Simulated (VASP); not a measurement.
# TlBr (Pm-3m) in VASP: a series of runs, part 2 of 2

VASP 6.6.1. Earlier steps stand in the parts before.

## 3. Single point, LDA (28.87 Å³/atom)

This run uses another cell than the first one, of 28.87 Å³/atom.

File INCAR:

```
PREC     = Accurate       # precision mode
ENCUT    = 500            # plane-wave cutoff, eV
EDIFF    = 1E-6           # SCF threshold, eV
ISMEAR   = 0              # smearing method
SIGMA    = 0.01           # smearing width, eV
LREAL    = False          # projectors in reciprocal space
LASPH    = True           # aspherical terms in the spheres
NELM     = 120            # most SCF steps
ALGO     = Normal         # electronic algorithm
ISIF     = 2              # what is computed and relaxed
LWAVE    = False          # write WAVECAR
LCHARG   = False          # write CHGCAR
GGA      = CA             # functional
NBANDS   = 17             # bands
GGA_COMPAT= False
```

File KPOINTS:

```
regular mesh
0
Gamma
  8 8 8
```

File POSCAR:

```
TlBr
1.0
    3.8651318853      0.0000000000      0.0000000000
    0.0000000000      3.8651318853      0.0000000000
    0.0000000000      0.0000000000      3.8651318853
Tl Br
1 1
Direct
    0.0000000000      0.0000000000      0.0000000000
    0.5000000000      0.5000000000      0.5000000000
```

Potentials or basis: VASP PAW LDA potentials, release 64 (Tl_d, Br).

Launch:

```bash
$ cat potpaw_LDA.64/Tl_d/POTCAR potpaw_LDA.64/Br/POTCAR > POTCAR
$ mpirun -np 1 vasp_std > vasp.out
```

OUTCAR:

```text
PREC = Accurate
   ENCUT = 500
   EDIFF = 1E-6
   ISMEAR = 0
   LREAL = False
   LASPH = True
   NELM = 120
   ISIF = 2
   GGA = CA

 ion  position               nearest neighbor table
   1  0.000  0.000  0.000-   2 3.35   2 3.35   2 3.35   2 3.35   2 3.35   2 3.35   2 3.35   2 3.35

   2  0.500  0.500  0.500-   1 3.35   1 3.35   1 3.35   1 3.35   1 3.35   1 3.35   1 3.35   1 3.35

  LATTYP: Found a simple cubic cell.
 ALAT       =     3.8651318853

  Lattice vectors:

 A1 = (   3.8651318853,   0.0000000000,   0.0000000000)
 A2 = (   0.0000000000,   3.8651318853,   0.0000000000)
 A3 = (   0.0000000000,   0.0000000000,   3.8651318853)

Analysis of symmetry for initial positions (statically):
=====================================================================
 Subroutine PRICEL returns:
 Original cell was already a primitive cell.

 Routine SETGRP: Setting up the symmetry group for a
 simple cubic supercell.

 Subroutine GETGRP returns: Found 48 space group operations
 (whereof 48 operations were pure point group operations)
 out of a pool of 48 trial point group operations.

The static configuration has the point symmetry O_h .

Analysis of symmetry for dynamics (positions and initial velocities):
=====================================================================
 Subroutine PRICEL returns:
 Original cell was already a primitive cell.

 Routine SETGRP: Setting up the symmetry group for a
 simple cubic supercell.

 Subroutine GETGRP returns: Found 48 space group operations
 (whereof 48 operations were pure point group operations)
 out of a pool of 48 trial point group operations.

The dynamic configuration has the point symmetry O_h .

 Subroutine INISYM returns: Found 48 space group operations
 (whereof 48 operations are pure point group operations),
 and found     1 'primitive' translations

[... 102 lines left out ...]
   POTIM  = 0.5000    time-step for ionic-motion
   TEBEG  =    0.0;   TEEND  =   0.0 temperature during run
   PSTRESS=    0.0 pullay stress
   NELECT =      20.0000    total number of electrons
   NUPDOWN=      -1.0000    fix difference up-down
   EMIN   =  10.00;   EMAX   =-10.00  energy-range for DOS
   EFERMI =   0.00;   METHOD = LEGACY
   ISMEAR =     0;   SIGMA  =   0.01  broadening in eV -4-tet -1-fermi 0-gaus
   EFERMI_NEDOS =   21; number of points for ismear=-14 and -15
   IALGO  =     38    algorithm
   IMIX   =      4    mixing-type and parameters
     AMIX     =   0.40;   BMIX     =  1.00
     AMIX_MAG =   1.60;   BMIX_MAG =  1.00
  volume/ion in A,a.u.               =      28.87       194.83
  Fermi-wavevector in a.u.,A,eV,Ry     =   1.149707  2.172631 17.984537  1.321826
  Thomas-Fermi vector in A             =   2.286375
   LORBIT       =      0    0 simple, 1 ext, 2 COOP (PROOUT), +10 PAW based schemes
   GGA     = CA    functional components
   LHFCALC =     F    Hartree Fock is set to
   AEXX    =    0.0000 exact exchange contribution
   IVDW    =     0    specifies the selected vdW correction
   LEPSILON=     F    determine dielectric tensor
   LRPA    =     F    only Hartree local field effects (RPA)
 non-spin polarized calculation
 Gauss-broadening in eV      SIGMA  =   0.01
  energy-cutoff  :      500.00
  volume of cell :       57.74
 maximum number of plane-waves:      1492
   NGX = 15   NGY = 15   NGZ = 15

 number of electron      19.9999998 magnetization

 Free energy of the ion-electron system (eV)
  ---------------------------------------------------
  ext. energy  EPLUGINS =         0.00000000
  ---------------------------------------------------
  free energy    TOTEN  =        -6.55512671 eV

  energy without entropy =       -6.55512671  energy(sigma->0) =       -6.55512671

 E-fermi :   3.3677     XC(G=0):  -9.7876

 val. band max:        3.2380551317   @ k =   0.5000   0.0000   0.0000
 cond. band min:       4.6408983415   @ k =   0.5000   0.0000   0.0000
 fundamental gap:      1.4028432098
 Fermi energy:         3.3676523025

 k-point     1 :       0.0000    0.0000    0.0000
  band No.  band energies     occupation
      1     -11.0827      2.00000
      2      -7.0790      2.00000
      3      -7.0790      2.00000
      4      -6.8475      2.00000
      5      -6.8475      2.00000
      6      -6.8475      2.00000
[... 457 lines left out ...]
      4      -6.9178      2.00000
      5      -6.8676      2.00000
      6      -6.7932      2.00000
[... 9 lines left out ...]
     16      14.0924      0.00000
     17      16.2080      0.00000

 [... further k-points ...]
[... 5 lines left out ...]
  --------------------------------------------------------------------------------------
  -------------------------------------------------------------------------------------
  Total       -0.2123196     -0.2123196     -0.2123196      0.0000000      0.0000000      0.0000000
  in kB       -5.8912534     -5.8912534     -5.8912534      0.0000000      0.0000000      0.0000000
  external PRESSURE =      -5.8912534 kB  Pullay stress =       0.0000000 kB

 VOLUME and BASIS-vectors are now :
 -----------------------------------------------------------------------------
  energy-cutoff  :      500.00
  volume of cell :       57.74
      direct lattice vectors                 reciprocal lattice vectors
     3.865131885  0.000000000  0.000000000     0.258723384  0.000000000  0.000000000
     0.000000000  3.865131885  0.000000000     0.000000000  0.258723384  0.000000000
     0.000000000  0.000000000  3.865131885     0.000000000  0.000000000  0.258723384

 POSITION                                       TOTAL-FORCE (eV/Angst)
 -----------------------------------------------------------------------------------
      0.00000      0.00000      0.00000         0.000000      0.000000      0.000000
      1.93257      1.93257      1.93257         0.000000      0.000000      0.000000
 -----------------------------------------------------------------------------------
    total drift:                               -0.000000      0.000000      0.000000

  FREE ENERGIE OF THE ION-ELECTRON SYSTEM (eV)
  ---------------------------------------------------
  free  energy   TOTEN  =        -6.5551267150 eV

  energy  without entropy=       -6.5551267150  energy(sigma->0) =       -6.55512671
```

stdout:

```text
POSCAR found type information on POSCAR TlBr
 POSCAR found :  2 types and       2 ions
 scaLAPACK will be used
 LDA part: xc-table for (Slater(with rela. corr.)+CA(PZ))
 , standard interpolation
 POSCAR, INCAR and KPOINTS ok, starting setup
 FFT: planning ... GRIDC
 FFT: planning ... GRID_SOFT
 FFT: planning ... GRID
 WAVECAR not read
 entering main loop
```

Wall time 9.3 s (1 thread of Intel Xeon 6975P-C (Granite Rapids), shared host); peak memory 0.15 GiB.

Results:

```yaml
Free_energy: -6.5551 eV
Pressure: -0.6 GPa
Band_gap_on_the_k_mesh: 1.40 eV
```

Caveat: spin-orbit coupling is left out, which moves the levels of the heavy elements. A k mesh can miss the band edges.
